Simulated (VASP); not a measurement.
# Sc2Br (I4_1/amd) in VASP: single point with PBE

Aim: the single point of Sc2Br with PBE.

All numbers are computed with VASP 6.6.1; they aren't measurements. Logs are shortened: lines on timing, memory, paths and dates and some standing lists are left out, and cuts for length are marked.

## 1. The cell of the first run

The structure is tetragonal, space group I4_1/amd (No. 141). Conventional cell: a = 3.329 Å, b = 3.329 Å, c = 25.261 Å, α = 90.00°, β = 90.00°, γ = 90.00°. Within 3.9 Å of Sc (site symmetry 2mm) lie 7 Sc at 2.99 to 3.83 Å and 4 Br at 3.03 Å. Within 4.0 Å of Br (site symmetry -4m2) lie 8 Sc at 3.03 Å and 4 Br at 3.33 Å.

## 2. Single point, PBE

Input file INCAR:

```
ALGO = Normal
EDIFF = 1E-7
ENCUT = 520
GGA = PE
ISIF = 2
ISMEAR = 0
LASPH = True
LCHARG = True
LELF = True
LREAL = False
LVHAR = True
LWAVE = False
NBANDS = 38
NELM = 60
PREC = Accurate
SIGMA = 0.1
```

Input file KPOINTS:

```
k-points
0
Gamma
  6 6 6
```

Input file POSCAR:

```
Sc2Br
1.0
   -1.6643884479      1.6643884479     12.6306765743
    1.6643884479     -1.6643884479     12.6306765743
    1.6643884479      1.6643884479    -12.6306765743
Sc Br
4 2
Direct
    0.4241901330      0.4241901330      0.0000000000
    0.1741901330      0.6741901330      0.5000000000
    0.3258098670      0.8258098670      0.5000000000
    0.5758098670      0.5758098670      0.0000000000
    0.0000000000      0.0000000000      0.0000000000
    0.7500000000      0.2500000000      0.5000000000
```

Potentials or basis: VASP PAW PBE potentials, release 64 (Sc_sv, Br).

Started as:

```
$ cat potpaw_PBE.64/Sc_sv/POTCAR potpaw_PBE.64/Br/POTCAR > POTCAR
$ mpirun -np 1 vasp_std > vasp.out
```

OUTCAR:

```text
EDIFF = 1E-7
   ENCUT = 520
   GGA = PE
   ISIF = 2
   ISMEAR = 0
   LASPH = True
   LREAL = False
   NELM = 60
   PREC = Accurate

 ion  position               nearest neighbor table
   1  0.424  0.424  0.000-   3 2.99   3 2.99   5 3.03   5 3.03   5 3.03   5 3.03
   2  0.174  0.674  0.500-   4 2.99   4 2.99   6 3.03   6 3.03   6 3.03   6 3.03
   3  0.326  0.826  0.500-   1 2.99   1 2.99   6 3.03   6 3.03   6 3.03   6 3.03
   4  0.576  0.576  0.000-   2 2.99   2 2.99   5 3.03   5 3.03   5 3.03   5 3.03
   5  0.000  0.000  0.000-   4 3.03   4 3.03   4 3.03   1 3.03   4 3.03   1 3.03   1 3.03   1 3.03

   6  0.750  0.250  0.500-   3 3.03   3 3.03   3 3.03   2 3.03   3 3.03   2 3.03   2 3.03   2 3.03

  LATTYP: Found a body centered tetragonal cell.
 ALAT       =     3.3287768958
 C/A-ratio  =     7.5887792842

  Lattice vectors:

 A1 = (  -1.6643884479,   1.6643884479,  12.6306765743)
 A2 = (   1.6643884479,  -1.6643884479,  12.6306765743)
 A3 = (   1.6643884479,   1.6643884479, -12.6306765743)

Analysis of symmetry for initial positions (statically):
=====================================================================
 Subroutine PRICEL returns:
 Original cell was already a primitive cell.

 Routine SETGRP: Setting up the symmetry group for a
 body centered tetragonal supercell.

 Subroutine GETGRP returns: Found 16 space group operations
 (whereof  8 operations were pure point group operations)
 out of a pool of 16 trial point group operations.

The static configuration has the point symmetry D_2d.
 The point group associated with its full space group is D_4h.

Analysis of symmetry for dynamics (positions and initial velocities):
=====================================================================
 Subroutine PRICEL returns:
 Original cell was already a primitive cell.

 Routine SETGRP: Setting up the symmetry group for a
 body centered tetragonal supercell.

 Subroutine GETGRP returns: Found 16 space group operations
 (whereof  8 operations were pure point group operations)
 out of a pool of 16 trial point group operations.

The dynamic configuration has the point symmetry D_2d.
 The point group associated with its full space group is D_4h.

 Subroutine INISYM returns: Found 16 space group operations
 (whereof  8 operations are pure point group operations),
 and found     1 'primitive' translations

----------------------------------------------------------------------------------------

                                     Primitive cell

  volume of cell :     139.9574

  direct lattice vectors                    reciprocal lattice vectors
    -1.664388448  1.664388448 12.630676574     0.000000000  0.300410641  0.039586161
     1.664388448 -1.664388448 12.630676574     0.300410641  0.000000000  0.039586161
     1.664388448  1.664388448-12.630676574     0.300410641  0.300410641  0.000000000

  length of vectors
    12.848127044 12.848127044 12.848127044     0.303007619  0.303007619  0.424844802

  position of ions in fractional coordinates (direct lattice)
     0.424190133  0.424190133  0.000000000
     0.174190133  0.674190133  0.500000000
     0.325809867  0.825809867  0.500000000
     0.575809867  0.575809867  0.000000000
     0.000000000  0.000000000  0.000000000
     0.750000000  0.250000000  0.500000000

  ion indices of the primitive-cell ions
   primitive index   ion index
                 1           1
                 2           2
                 3           3
                 4           4
                 5           5
                 6           6

----------------------------------------------------------------------------------------

 KPOINTS: k-points

Automatic generation of k-mesh.
 Grid dimensions read from file:
 generate k-points for:    6    6    6

 Generating k-lattice:

  Cartesian coordinates                     Fractional coordinates (reciprocal lattice)
     0.000000000  0.050068440  0.006597694     0.166666667  0.000000000  0.000000000
     0.050068440  0.000000000  0.006597694     0.000000000  0.166666667  0.000000000
     0.050068440  0.050068440  0.000000000     0.000000000  0.000000000  0.166666667

  Length of vectors
     0.050501270  0.050501270  0.070807467

  Shift w.r.t. Gamma in fractional coordinates (k-lattice)
     0.000000000  0.000000000  0.000000000

 Subroutine IBZKPT returns following result:
 ===========================================

 Found     30 irreducible k-points:

 Following reciprocal coordinates:
            Coordinates               Weight
  0.000000  0.000000  0.000000      1.000000
  0.166667  0.000000 -0.000000      8.000000
  0.333333 -0.000000  0.000000      8.000000
  0.500000  0.000000 -0.000000      4.000000
  0.166667  0.166667 -0.000000      8.000000
  0.333333  0.166667  0.000000     16.000000
[... 16 lines left out ...]
 -0.333333 -0.333333  0.166667      8.000000
 -0.166667 -0.333333  0.166667      8.000000
 [... further k-points ...]
   k-points           NKPTS =     30   k-points in BZ     NKDIM =     30   number of bands    NBANDS=     38
   number of dos      NEDOS =    301   number of ions     NIONS =      6
   total plane-waves  NPLWV = 884736
   dimension x,y,z NGX =    96 NGY =   96 NGZ =   96
   dimension x,y,z NGXF=   192 NGYF=  192 NGZF=  192
   ions per type =               4   2
   NGX,Y,Z   is equivalent  to a cutoff of  12.42, 12.42, 12.42 a.u.
   NGXF,Y,Z  is equivalent  to a cutoff of  24.84, 24.84, 24.84 a.u.
 SYSTEM =  unknown system
   PREC   = accura    normal or accurate (medium, high low for compatibility)
   ISTART =      0    job   : 0-new  1-cont  2-samecut
   ICHARG =      2    charge: 1-file 2-atom 10-const
   ISPIN  =      1    spin polarized calculation?
   LNONCOLLINEAR =      F non collinear calculations
   LSORBIT =      F    spin-orbit coupling
   LASPH  =      T    aspherical Exc in radial PAW
   ENCUT  =  520.0 eV  38.22 Ry    6.18 a.u.  23.89 23.89 23.89*2*pi/ulx,y,z
   NELM   =     60;   NELMIN=  2; NELMDL= -5     # of ELM steps
   EDIFF  = 0.1E-06   stopping-criterion for ELM
   LREAL  =      F    real-space projection
   EDIFFG = 0.1E-05   stopping-criterion for IOM
   NSW    =      0    number of steps for IOM
   IBRION =     -1    ionic relax: 0-MD 1-quasi-New 2-CG
   NFREE  =      0    steps in history (QN), initial steepest desc. (CG)
   ISIF   =      2    stress and relaxation
   ISYM   =      2    0-nonsym 1-usesym 2-fastsym
   POTIM  = 0.5000    time-step for ionic-motion
   TEBEG  =    0.0;   TEEND  =   0.0 temperature during run
   PSTRESS=    0.0 pullay stress
   NELECT =      58.0000    total number of electrons
   NUPDOWN=      -1.0000    fix difference up-down
   EMIN   =  10.00;   EMAX   =-10.00  energy-range for DOS
   EFERMI =   0.00;   METHOD = LEGACY
   ISMEAR =     0;   SIGMA  =   0.10  broadening in eV -4-tet -1-fermi 0-gaus
   EFERMI_NEDOS =   21; number of points for ismear=-14 and -15
   IALGO  =     38    algorithm
   IMIX   =      4    mixing-type and parameters
     AMIX     =   0.40;   BMIX     =  1.00
     AMIX_MAG =   1.60;   BMIX_MAG =  1.00
  volume/ion in A,a.u.               =      23.33       157.41
  Fermi-wavevector in a.u.,A,eV,Ry     =   1.220540  2.306487 20.268856  1.489719
  Thomas-Fermi vector in A             =   2.355754
   LORBIT       =      0    0 simple, 1 ext, 2 COOP (PROOUT), +10 PAW based schemes
   GGA     = PE    functional components
   LHFCALC =     F    Hartree Fock is set to
   AEXX    =    0.0000 exact exchange contribution
   IVDW    =     0    specifies the selected vdW correction
   LEPSILON=     F    determine dielectric tensor
   LRPA    =     F    only Hartree local field effects (RPA)
 non-spin polarized calculation
 Gauss-broadening in eV      SIGMA  =   0.10
  energy-cutoff  :      520.00
  volume of cell :      139.96
 maximum number of plane-waves:      3812
   NGX = 47   NGY = 47   NGZ = 47

 number of electron      58.0000000 magnetization

 Free energy of the ion-electron system (eV)
  ---------------------------------------------------
  ext. energy  EPLUGINS =         0.00000000
  ---------------------------------------------------
  free energy    TOTEN  =       -29.91748744 eV

  energy without entropy =      -29.86544643  energy(sigma->0) =      -29.89146694

 E-fermi :   5.1814     XC(G=0):  -9.9550

 val. band max:        5.1789974925   @ k =  -0.3333   0.3333   0.0000
 cond. band min:       5.1841215635   @ k =  -0.3333   0.3333   0.3333
 fundamental gap:      0.0051240710
 Fermi energy:         5.1814281222

 k-point     1 :       0.0000    0.0000    0.0000
  band No.  band energies     occupation
      1     -44.6690      2.00000
      2     -44.6674      2.00000
      3     -44.6162      2.00000
      4     -44.6146      2.00000
      5     -23.4826      2.00000
      6     -23.4483      2.00000
[... 30 lines left out ...]
     37       6.9128      0.00000
     38       7.0064      0.00000

 k-point     2 :       0.1667    0.0000   -0.0000
  band No.  band energies     occupation
      1     -44.6643      2.00000
      2     -44.6605      2.00000
      3     -44.6151      2.00000
      4     -44.6113      2.00000
      5     -23.4700      2.00000
      6     -23.4386      2.00000
[... 30 lines left out ...]
     37       6.9493      0.00000
     38       7.0672      0.00000

 k-point     3 :       0.3333   -0.0000    0.0000
  band No.  band energies     occupation
      1     -44.6559      2.00000
      2     -44.6430      2.00000
      3     -44.6166      2.00000
      4     -44.6036      2.00000
      5     -23.4502      2.00000
      6     -23.4288      2.00000
[... 30 lines left out ...]
     37       6.8448      0.00000
[... 781 lines left out ...]
 k-point    23 :      -0.3333   -0.3333    0.1667
  band No.  band energies     occupation
      1     -44.6570      2.00000
      2     -44.6563      2.00000
      3     -44.6114      2.00000
      4     -44.6106      2.00000
      5     -23.4513      2.00000
      6     -23.4371      2.00000
[... 30 lines left out ...]
     37       6.8219      0.00000
     38       7.0461      0.00000

 k-point    24 :      -0.1667   -0.3333    0.1667
  band No.  band energies     occupation
      1     -44.6642      2.00000
      2     -44.6606      2.00000
      3     -44.6150      2.00000
      4     -44.6114      2.00000
      5     -23.4666      2.00000
      6     -23.4429      2.00000
[... 30 lines left out ...]
     37       6.9450      0.00000
     38       6.9459      0.00000

 [... further k-points ...]

------------------------ aborting loop because EDIFF is reached ----------------------------------------

  FORCE on cell =-STRESS in cart. coord.  units (eV):
  Direction    XX          YY          ZZ          XY          YZ          ZX
  --------------------------------------------------------------------------------------
  -------------------------------------------------------------------------------------
  Total        0.0637373      0.0637373      0.1633826      0.0000000      0.0000000      0.0000000
  in kB        0.7296397      0.7296397      1.8703395      0.0000000      0.0000000      0.0000000
  external PRESSURE =       1.1098730 kB  Pullay stress =       0.0000000 kB

 VOLUME and BASIS-vectors are now :
 -----------------------------------------------------------------------------
  energy-cutoff  :      520.00
  volume of cell :      139.96
      direct lattice vectors                 reciprocal lattice vectors
    -1.664388448  1.664388448 12.630676574     0.000000000  0.300410641  0.039586161
     1.664388448 -1.664388448 12.630676574     0.300410641  0.000000000  0.039586161
     1.664388448  1.664388448-12.630676574     0.300410641  0.300410641  0.000000000

 POSITION                                       TOTAL-FORCE (eV/Angst)
 -----------------------------------------------------------------------------------
      0.00000      0.00000     10.71562        -0.000000      0.000000     -0.004989
      1.66439      0.00000      4.40028         0.000000     -0.000000     -0.004989
      1.66439      0.00000      8.23040         0.000000     -0.000000      0.004989
      0.00000      0.00000     14.54574        -0.000000      0.000000      0.004989
      0.00000      0.00000      0.00000        -0.000000     -0.000000      0.000000
      0.00000      1.66439      6.31534        -0.000000     -0.000000      0.000000
 -----------------------------------------------------------------------------------
    total drift:                                0.000000      0.000000     -0.000000

  FREE ENERGIE OF THE ION-ELECTRON SYSTEM (eV)
  ---------------------------------------------------
  free  energy   TOTEN  =       -29.9174874436 eV

  energy  without entropy=      -29.8654464275  energy(sigma->0) =      -29.89146694
```

Wall time 32 min (1 thread of Intel Xeon Platinum 8559C (Emerald Rapids), shared host); peak memory 1.6 GiB.

What came out:

```yaml
Free_energy: -29.9175 eV
Pressure: 0.1 GPa
Largest_force: 0.005 eV/Å
Band_gap_on_the_k_mesh: zero (bands 29 and 30 overlap by 0.72 eV)
```

Forces on the atoms (eV/Å):
```
Sc   0.000  0.000 -0.005
Sc   0.000  0.000 -0.005
Sc   0.000  0.000  0.005
Sc   0.000  0.000  0.005
Br   0.000  0.000  0.000
Br   0.000  0.000  0.000
```

Stress tensor (GPa, compression positive):
```
0.07 0.00 0.00
0.00 0.07 0.00
0.00 0.00 0.19
```

Levels at points of the mesh, in eV from the Fermi level:
```
           k point  band 26  band 27  band 28  band 29  band 30  band 31  band 32  band 33
(0.00, 0.00, 0.00)    -1.82    -1.49    -0.59    -0.56    -0.49    -0.01     0.44     0.51
(0.50, 0.00, 0.00)    -1.21    -1.08    -0.65    -0.46    -0.04     0.05     1.33     1.39
(0.50, 0.50, 0.00)    -0.82    -0.65    -0.65     0.17     0.17     0.52     0.52     0.73
(0.50, 0.50, 0.50)    -2.89    -0.86    -0.86    -0.33    -0.33    -0.04    -0.04     0.86
```
